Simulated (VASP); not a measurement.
# AlN (ldaat) (P6_3mc) in VASP: further runs

AlN (ldaat) is run at these levels: LDA; tasks: single point.

Program: VASP 6.6.1. These are calculated values, not measurements. Logs are shortened: lines on timing, memory, paths and dates and some standing lists are left out, and cuts for length are marked.

**1. The cell of the first run**

Symmetry: P6_3mc, No. 186, hexagonal system. Conventional cell: a = 3.114 Å, b = 3.114 Å, c = 4.983 Å, α = 90.00°, β = 90.00°, γ = 120.00°. Within 2.4 Å of Al (site symmetry 3m) lie 4 N at 1.81 to 2.26 Å. N (site symmetry 3m) has 4 Al at 1.81 to 2.26 Å within 2.4 Å.

**2. Single point, LDA**

Input file INCAR:

```
SYSTEM = AlN
ALGO     = Normal         ! electronic algorithm
EDIFF    = 1E-6           ! SCF threshold, eV
ENCUT    = 520            ! plane-wave cutoff, eV
ISIF     = 2              ! what is computed and relaxed
ISMEAR   = 0              ! smearing method
LASPH    = .True.         ! aspherical terms in the spheres
LCHARG   = .False.        ! write CHGCAR
LREAL    = .False.        ! projectors in reciprocal space
LWAVE    = .False.        ! write WAVECAR
NBANDS   = 16             ! bands
NELM     = 100            ! most SCF steps
PREC     = Accurate       ! precision mode
SIGMA    = 0.01           ! smearing width, eV
```

Input file KPOINTS:

```
k-points
0
Gamma
  9 9 6
  0 0 0
```

Input file POSCAR:

```
AlN
1.0
    3.1135756528      0.0000000000      0.0000000000
   -1.5567878264      2.6964356119      0.0000000000
    0.0000000000      0.0000000000      4.9831268775
Al N
2 2
Direct
    0.3333333333      0.6666666667     -0.0354024693
    0.6666666667      0.3333333333      0.4645975307
    0.3333333333      0.6666666667      0.4174024693
    0.6666666667      0.3333333333      0.9174024693
```

Potentials or basis: VASP PAW LDA potentials, release 64 (Al, N).

Run with:

```console
> cat potpaw_LDA.64/Al/POTCAR potpaw_LDA.64/N/POTCAR > POTCAR
> mpirun -np 1 vasp_std > vasp.out
```

OUTCAR:

```text
SYSTEM = AlN
   EDIFF = 1E-6
   ENCUT = 520
   ISIF = 2
   ISMEAR = 0
   LASPH = .True.
   LREAL = .False.
   NELM = 100
   PREC = Accurate

 ion  position               nearest neighbor table
   1  0.333  0.667  0.965-   4 1.81   4 1.81   4 1.81   3 2.26   2 3.07   2 3.07   2 3.07   2 3.07
                             2 3.07   2 3.07
   2  0.667  0.333  0.465-   3 1.81   3 1.81   3 1.81   4 2.26   1 3.07   1 3.07   1 3.07   1 3.07
                             1 3.07   1 3.07
   3  0.333  0.667  0.417-   2 1.81   2 1.81   2 1.81   1 2.26
   4  0.667  0.333  0.917-   1 1.81   1 1.81   1 1.81   2 2.26

  LATTYP: Found a hexagonal cell.
 ALAT       =     3.1135756528
 C/A-ratio  =     1.6004515172

  Lattice vectors:

 A1 = (   3.1135756528,   0.0000000000,   0.0000000000)
 A2 = (  -1.5567878264,   2.6964356119,   0.0000000000)
 A3 = (   0.0000000000,   0.0000000000,   4.9831268775)

Analysis of symmetry for initial positions (statically):
=====================================================================
 Subroutine PRICEL returns:
 Original cell was already a primitive cell.

 Routine SETGRP: Setting up the symmetry group for a
 hexagonal supercell.

 Subroutine GETGRP returns: Found 12 space group operations
 (whereof  6 operations were pure point group operations)
 out of a pool of 24 trial point group operations.

The static configuration has the point symmetry C_3v.
 The point group associated with its full space group is C_6v.

Analysis of symmetry for dynamics (positions and initial velocities):
=====================================================================
 Subroutine PRICEL returns:
 Original cell was already a primitive cell.

 Routine SETGRP: Setting up the symmetry group for a
 hexagonal supercell.

 Subroutine GETGRP returns: Found 12 space group operations
 (whereof  6 operations were pure point group operations)
 out of a pool of 24 trial point group operations.

The dynamic configuration has the point symmetry C_3v.
 The point group associated with its full space group is C_6v.

 Subroutine INISYM returns: Found 12 space group operations
 (whereof  6 operations are pure point group operations),
 and found     1 'primitive' translations

----------------------------------------------------------------------------------------

                                     Primitive cell

  volume of cell :      41.8361

  direct lattice vectors                    reciprocal lattice vectors
     3.113575653  0.000000000  0.000000000     0.321174146  0.185429979  0.000000000
    -1.556787826  2.696435612  0.000000000     0.000000000  0.370859959  0.000000000
     0.000000000  0.000000000  4.983126878     0.000000000  0.000000000  0.200677210

  length of vectors
     3.113575653  3.113575653  4.983126878     0.370859959  0.370859959  0.200677210

  position of ions in fractional coordinates (direct lattice)
     0.333333333  0.666666667  0.964597531
     0.666666667  0.333333333  0.464597531
     0.333333333  0.666666667  0.417402469
     0.666666667  0.333333333  0.917402469

  ion indices of the primitive-cell ions
   primitive index   ion index
                 1           1
                 2           2
                 3           3
                 4           4

----------------------------------------------------------------------------------------

 KPOINTS: k-points

Automatic generation of k-mesh.
 Grid dimensions read from file:
 generate k-points for:    9    9    6

 Generating k-lattice:

  Cartesian coordinates                     Fractional coordinates (reciprocal lattice)
     0.035686016  0.020603331  0.000000000     0.111111111  0.000000000  0.000000000
     0.000000000  0.041206662  0.000000000     0.000000000  0.111111111  0.000000000
     0.000000000  0.000000000  0.033446202     0.000000000  0.000000000  0.166666667

  Length of vectors
     0.041206662  0.041206662  0.033446202

  Shift w.r.t. Gamma in fractional coordinates (k-lattice)
     0.000000000  0.000000000  0.000000000

 Subroutine IBZKPT returns following result:
 ===========================================

 Found     48 irreducible k-points:

 Following reciprocal coordinates:
            Coordinates               Weight
  0.000000  0.000000  0.000000      1.000000
  0.111111 -0.000000  0.000000      6.000000
  0.222222 -0.000000  0.000000      6.000000
  0.333333 -0.000000  0.000000      6.000000
  0.444444 -0.000000  0.000000      6.000000
  0.111111  0.111111  0.000000      6.000000
[... 16 lines left out ...]
  0.333333  0.222222  0.166667     24.000000
  0.333333  0.333333  0.166667      4.000000
 [... further k-points ...]
   k-points           NKPTS =     48   k-points in BZ     NKDIM =     48   number of bands    NBANDS=     16
   number of dos      NEDOS =    301   number of ions     NIONS =      4
   total plane-waves  NPLWV =  23040
   dimension x,y,z NGX =    24 NGY =   24 NGZ =   40
   dimension x,y,z NGXF=    48 NGYF=   48 NGZF=   80
   ions per type =               2   2
   NGX,Y,Z   is equivalent  to a cutoff of  12.81, 12.81, 13.34 a.u.
   NGXF,Y,Z  is equivalent  to a cutoff of  25.63, 25.63, 26.69 a.u.
 SYSTEM =  AlN
   PREC   = accura    normal or accurate (medium, high low for compatibility)
   ISTART =      0    job   : 0-new  1-cont  2-samecut
   ICHARG =      2    charge: 1-file 2-atom 10-const
   ISPIN  =      1    spin polarized calculation?
   LNONCOLLINEAR =      F non collinear calculations
   LSORBIT =      F    spin-orbit coupling
   LASPH  =      T    aspherical Exc in radial PAW
   ENCUT  =  520.0 eV  38.22 Ry    6.18 a.u.   5.79  5.79  9.27*2*pi/ulx,y,z
   NELM   =    100;   NELMIN=  2; NELMDL= -5     # of ELM steps
   EDIFF  = 0.1E-05   stopping-criterion for ELM
   LREAL  =      F    real-space projection
   EDIFFG = 0.1E-04   stopping-criterion for IOM
   NSW    =      0    number of steps for IOM
   IBRION =     -1    ionic relax: 0-MD 1-quasi-New 2-CG
   NFREE  =      0    steps in history (QN), initial steepest desc. (CG)
   ISIF   =      2    stress and relaxation
   ISYM   =      2    0-nonsym 1-usesym 2-fastsym
   POTIM  = 0.5000    time-step for ionic-motion
   TEBEG  =    0.0;   TEEND  =   0.0 temperature during run
   PSTRESS=    0.0 pullay stress
   NELECT =      16.0000    total number of electrons
   NUPDOWN=      -1.0000    fix difference up-down
   EMIN   =  10.00;   EMAX   =-10.00  energy-range for DOS
   EFERMI =   0.00;   METHOD = LEGACY
   ISMEAR =     0;   SIGMA  =   0.01  broadening in eV -4-tet -1-fermi 0-gaus
   EFERMI_NEDOS =   21; number of points for ismear=-14 and -15
   IALGO  =     38    algorithm
   IMIX   =      4    mixing-type and parameters
     AMIX     =   0.40;   BMIX     =  1.00
     AMIX_MAG =   1.60;   BMIX_MAG =  1.00
  volume/ion in A,a.u.               =      10.46        70.58
  Fermi-wavevector in a.u.,A,eV,Ry     =   1.188313  2.245587 19.212636  1.412089
  Thomas-Fermi vector in A             =   2.324446
   LORBIT       =      0    0 simple, 1 ext, 2 COOP (PROOUT), +10 PAW based schemes
   GGA     = CA    functional components
   LHFCALC =     F    Hartree Fock is set to
   AEXX    =    0.0000 exact exchange contribution
   IVDW    =     0    specifies the selected vdW correction
   LEPSILON=     F    determine dielectric tensor
   LRPA    =     F    only Hartree local field effects (RPA)
 non-spin polarized calculation
 Gauss-broadening in eV      SIGMA  =   0.01
  energy-cutoff  :      520.00
  volume of cell :       41.84
 maximum number of plane-waves:      1152
 NGX is ok and might be reduce to    24
   NGX = 11   NGY = 11   NGZ = 19

 number of electron      16.0000000 magnetization

 Free energy of the ion-electron system (eV)
  ---------------------------------------------------
  ext. energy  EPLUGINS =         0.00000000
  ---------------------------------------------------
  free energy    TOTEN  =       -32.09126362 eV

  energy without entropy =      -32.09126362  energy(sigma->0) =      -32.09126362

 E-fermi :   6.8841     XC(G=0): -11.2303

 val. band max:        6.8332994676   @ k =   0.0000   0.0000   0.0000
 cond. band min:       9.9278743606   @ k =   0.0000   0.0000   0.0000
 fundamental gap:      3.0945748930
 Fermi energy:         6.8840963223

 k-point     1 :       0.0000    0.0000    0.0000
  band No.  band energies     occupation
      1      -9.1786      2.00000
      2      -7.0275      2.00000
      3       0.1765      2.00000
      4       4.5718      2.00000
      5       4.5718      2.00000
      6       5.2179      2.00000
[... 8 lines left out ...]
     15      18.3744      0.00000
     16      18.3744      0.00000

 k-point     2 :       0.1111   -0.0000    0.0000
  band No.  band energies     occupation
      1      -9.0182      2.00000
      2      -6.9316      2.00000
      3       0.3651      2.00000
      4       3.9272      2.00000
      5       4.3974      2.00000
      6       4.6078      2.00000
[... 8 lines left out ...]
     15      18.1825      0.00000
     16      18.7588      0.00000

 k-point     3 :       0.2222   -0.0000    0.0000
  band No.  band energies     occupation
      1      -8.5619      2.00000
      2      -6.6892      2.00000
      3       0.9160      2.00000
      4       2.5180      2.00000
      5       3.4186      2.00000
      6       4.0325      2.00000
[... 8 lines left out ...]
     15      18.2971      0.00000
     16      18.4485      0.00000

 k-point     4 :       0.3333   -0.0000    0.0000
  band No.  band energies     occupation
      1      -7.9014      2.00000
      2      -6.4485      2.00000
      3       1.1420      2.00000
      4       1.7698      2.00000
      5       2.2694      2.00000
      6       3.6889      2.00000
[... 8 lines left out ...]
     15      17.5149      0.00000
     16      19.8845      0.00000
[... 324 lines left out ...]
 k-point    22 :       0.2222    0.2222    0.1667
  band No.  band energies     occupation
      1      -7.4814      2.00000
      2      -6.4528      2.00000
      3       1.2247      2.00000
      4       1.3143      2.00000
      5       2.9454      2.00000
      6       3.0034      2.00000
[... 8 lines left out ...]
     15      17.0382      0.00000
     16      20.4995      0.00000

 k-point    23 :       0.3333    0.2222    0.1667
  band No.  band energies     occupation
      1      -6.9405      2.00000
      2      -6.4326      2.00000
      3       0.6830      2.00000
      4       1.3954      2.00000
      5       2.2107      2.00000
      6       3.3688      2.00000
[... 8 lines left out ...]
     15      17.6241      0.00000
     16      20.4883      0.00000

 k-point    24 :       0.3333    0.3333    0.1667
  band No.  band energies     occupation
      1      -6.5867      2.00000
      2      -6.5867      2.00000
      3       0.9224      2.00000
      4       1.5794      2.00000
      5       1.5794      2.00000
      6       2.8156      2.00000
[... 8 lines left out ...]
     15      17.7506      0.00000
     16      20.9319      0.00000

 [... further k-points ...]
[... 5 lines left out ...]
  --------------------------------------------------------------------------------------
  -------------------------------------------------------------------------------------
  Total        2.5283030      2.5283030     -3.8588510      0.0000000      0.0000000     -0.0000000
  in kB       96.8251723     96.8251723   -147.7805138      0.0000000      0.0000000     -0.0000000
  external PRESSURE =      15.2899436 kB  Pullay stress =       0.0000000 kB

 VOLUME and BASIS-vectors are now :
 -----------------------------------------------------------------------------
  energy-cutoff  :      520.00
  volume of cell :       41.84
      direct lattice vectors                 reciprocal lattice vectors
     3.113575653  0.000000000  0.000000000     0.321174146  0.185429979  0.000000000
    -1.556787826  2.696435612  0.000000000     0.000000000  0.370859959  0.000000000
     0.000000000  0.000000000  4.983126878     0.000000000  0.000000000  0.200677210

 POSITION                                       TOTAL-FORCE (eV/Angst)
 -----------------------------------------------------------------------------------
     -0.00000      1.79762      4.80671         0.000000      0.000000      1.184751
      1.55679      0.89881      2.31515         0.000000      0.000000      1.184751
     -0.00000      1.79762      2.07997        -0.000000      0.000000     -1.184751
      1.55679      0.89881      4.57153         0.000000     -0.000000     -1.184751
 -----------------------------------------------------------------------------------
    total drift:                               -0.000000      0.000000     -0.000004

  FREE ENERGIE OF THE ION-ELECTRON SYSTEM (eV)
  ---------------------------------------------------
  free  energy   TOTEN  =       -32.0912636172 eV

  energy  without entropy=      -32.0912636172  energy(sigma->0) =      -32.09126362
```

It took 11 s on 1 thread of Intel Xeon Platinum 8488C (Sapphire Rapids), shared host; peak memory 0.14 GiB.

What came out:

```
Free energy            : -32.0913 eV
Pressure               : 1.5 GPa
Largest force          : 1.185 eV/Å
Band gap on the k mesh : 3.09 eV, direct
```

Forces in eV/Å, atoms in the order of the input:
```
Al   0.000  0.000  1.185
Al   0.000  0.000  1.185
N    0.000  0.000 -1.185
N    0.000  0.000 -1.185
```

Stress tensor (GPa, compression positive):
```
  9.68   0.00   0.00
  0.00   9.68   0.00
  0.00   0.00 -14.78
```

Caveat: forces of over 1 eV/Å act on the atoms, so gaps and moduli don't describe the material at rest.

(Part 1 of 2 ends here.)
